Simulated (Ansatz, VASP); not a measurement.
**One calculation of Ba, two programs**

The input INCAR:

```
SYSTEM = Ba
PREC = Accurate
ENCUT = 520
EDIFF = 1E-6
ISMEAR = -1
SIGMA = 0.1
LREAL = .FALSE.
LASPH = .TRUE.
NELM = 100
ALGO = Normal
ISIF = 2
LWAVE = .FALSE.
LCHARG = .TRUE.
GGA = PS
LELF = .TRUE.
LVHAR = .TRUE.
NBANDS = 11
```

File KPOINTS:

```
regular mesh
0
G
  9 9 9
  0 0 0
```

File POSCAR:

```
Ba
1.0
    3.8080660129      0.0000000000      0.0000000000
    0.0000000000      3.8080660129      0.0000000000
    0.0000000000      0.0000000000      3.8080660129
Ba
1
Direct
    0.0000000000      0.0000000000      0.0000000000
```

Input for Ansatz:

```yaml
crystal:
  lattice:
    - [3.8080660129, 0.0, 0.0]
    - [0.0, 3.8080660129, 0.0]
    - [0.0, 0.0, 3.8080660129]
  atoms:
    - { symbol: Ba, position: [0.0, 0.0, 0.0] }
hamiltonian:
  xc: pbesol
  pseudopotentials:
    kind: paw
    azcp:
      Ba: "pseudopotentials/Ba.paw.azcp"
basis:
  ecutwfc: 420
  fft_grid_basis: typed
kpoints:
  mp_grid: { grid: [9, 9, 9], shift: [0, 0, 0] }
magnetization:
  spin_polarized: false
scf:
  occupations: { method: fermi_dirac, width: 0.1 }
  lower_state_search: "off"
output:
  stress: true
```

Alike in both runs: task single point; functional PBEsol; k mesh 9 × 9 × 9; occupations fermi-dirac, width 0.1 eV; no spin polarisation.

|  | VASP | Ansatz |
| --- | --- | --- |
| version | VASP 6.6.1 | Ansatz 0.2.0 |
| potentials or method | VASP PAW PBE potentials, release 64 (Ba_sv), cutoff 520 eV | plane waves (420 eV) with PAW, scalar-relativistic |
| valence electrons in the cell | 10 | 10 |

|  | VASP | Ansatz | Ansatz less VASP |
| --- | --- | --- | --- |
| pressure (GPa) | 0.3 | 0.1 | -0.21 |

VASP's potentials were made for PBE, not for PBEsol, and Ansatz warns of the same on its side.

Spin-orbit coupling is off throughout.
